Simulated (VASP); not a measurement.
Wanted: the native input for a VASP 6.6.1 run.

* Task: relaxation of cell and atoms
* Functional: PBE
* Potentials or basis: VASP PAW PBE potentials, release 64 (Ge_d, N)
* Cutoff: 600 eV
* k mesh: 10 × 10 × 10
* Occupations: gaussian, width 0.02 eV
* Spin: no spin polarisation
* Dipole correction: no
* Further INCAR settings: ALGO = Normal; EDIFF = 1e-06; IBRION = 2; EDIFFG = -0.01; NSW = 100; ISIF = 3

The structure of GeN lies in POSCAR:

```
GeN
1.0
   -1.5475668000      3.8289124000      2.5704006000
    1.5475668000     -3.8289124000      2.5704006000
    1.5475668000      3.8289124000     -2.5704006000
Ge N
2 2
Direct
    0.2707840000      0.6061380000      0.6646460000
    0.9414920000      0.6061380000      0.3353540000
    0.0111500000      0.2625785000      0.7485715000
    0.5140070000      0.2625785000      0.2514285000
```

The cell was generated, and may not be a known phase.

These files were run (other wordings do the same):

INCAR

```
SYSTEM = GeN
  ALGO = Normal
  EDIFF = 1E-6
  EDIFFG = -0.01
  ENCUT = 600
  GGA = PE
  IBRION = 2
  ISIF = 3
  ISMEAR = 0
  LASPH = .TRUE.
  LCHARG = .FALSE.
  LREAL = .FALSE.
  LWAVE = .FALSE.
  NELM = 80
  NSW = 100
  PREC = Accurate
  SIGMA = 0.02
```

KPOINTS

```
k-points
0
G
  10 10 10
  0 0 0
```

Potentials or basis: VASP PAW PBE potentials, release 64 (Ge_d, N).

The run is started by

```console
$ cat potpaw_PBE.64/Ge_d/POTCAR potpaw_PBE.64/N/POTCAR > POTCAR
$ mpirun -np 1 vasp_std > vasp.out
```

Results of the run:

- Relaxed volume: 15.20 Å³/atom
- Relaxed cell: a = 4.862 Å, b = 4.862 Å, c = 4.862 Å, α = 142.92°, β = 76.14°, γ = 116.22°
- Space group after relaxing (to 0.1 Å): Imm2 (No. 44)
- Energy gained by relaxing: 0.1 meV/atom
- Ionic steps: 7
- Pressure after relaxing: 0.1 GPa
- Largest force after relaxing: 0.007 eV/Å
- Band gap on the k mesh: 0.69 eV

It took 30 min on 1 thread of Intel Xeon 8259CL, on a shared host, peak memory 0.44 GiB.
